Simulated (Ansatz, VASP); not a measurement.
## Hf in VASP and in Ansatz

File INCAR:

```
SYSTEM = Hf
ALGO = Normal
EDIFF = 1E-6
ENCUT = 520
GGA = PE
ISIF = 2
ISMEAR = -1
LASPH = .TRUE.
LCHARG = .TRUE.
LELF = .TRUE.
LREAL = .FALSE.
LVHAR = .TRUE.
LWAVE = .FALSE.
NBANDS = 11
NELM = 100
PREC = Accurate
SIGMA = 0.03
```

The input KPOINTS:

```
k-points
0
G
  13 13 13
  0 0 0
```

POSCAR

```
Hf
1.0
    0.0000000000      2.2200000000      2.1534000000
    2.2200000000      0.0000000000      2.1534000000
    2.2200000000      2.2200000000      0.0000000000
Hf
1
Direct
    0.0000000000      0.0000000000      0.0000000000
```

Input for Ansatz:

```yaml
crystal:
  lattice:
    - [0.0, 2.22, 2.1534]
    - [2.22, 0.0, 2.1534]
    - [2.22, 2.22, 0.0]
  atoms:
    - { symbol: Hf, position: [0.0, 0.0, 0.0] }
kpoints:
  mp_grid: { grid: [13, 13, 13] }
  band_path:
    path:
      - [0.0, 0.0, 0.0]
      - [0.0, 0.5, 0.5]
      - [0.25, 0.75, 0.5]
      - [0.0, 0.5, 0.0]
      - [0.0, 0.0, 0.0]
      - [0.5, 0.5, 0.0]
      - [0.3828515251, 0.6171484749, 0.0]
      - [-0.3828515251, 0.3828515251, 0.0]
      - [0.0, 0.0, 0.0]
    npoints: 5
scf:
  occupations: { method: fermi_dirac, width: 0.03 }
hamiltonian:
  xc: pbe
  pseudopotentials: { kind: all_electron, lapw: { basis_error: 0.001 } }
output:
  forces: true
  stress: true
  eigenvalues: true
```

Change from the starting cell: zz strain of -3 %.

Alike in both runs: task single point; functional PBE; k mesh 13 × 13 × 13; occupations fermi-dirac, width 0.03 eV; no spin polarisation.

|  | VASP | Ansatz |
| --- | --- | --- |
| version | VASP 6.6.1 | Ansatz 0.2.0 |
| potentials or method | VASP PAW PBE potentials, release 64 (Hf_pv), cutoff 520 eV | all-electron LAPW, scalar-relativistic |

```tsv
	VASP	Ansatz	Ansatz less VASP
pressure (GPa)	6.5	7.0	+0.47
traceless stress, the component that is largest in VASP (GPa)	0.66	0.66	+0.004
```

Ansatz ran all-electron here, and VASP with PAW potentials.

Neither program's run includes spin-orbit coupling.
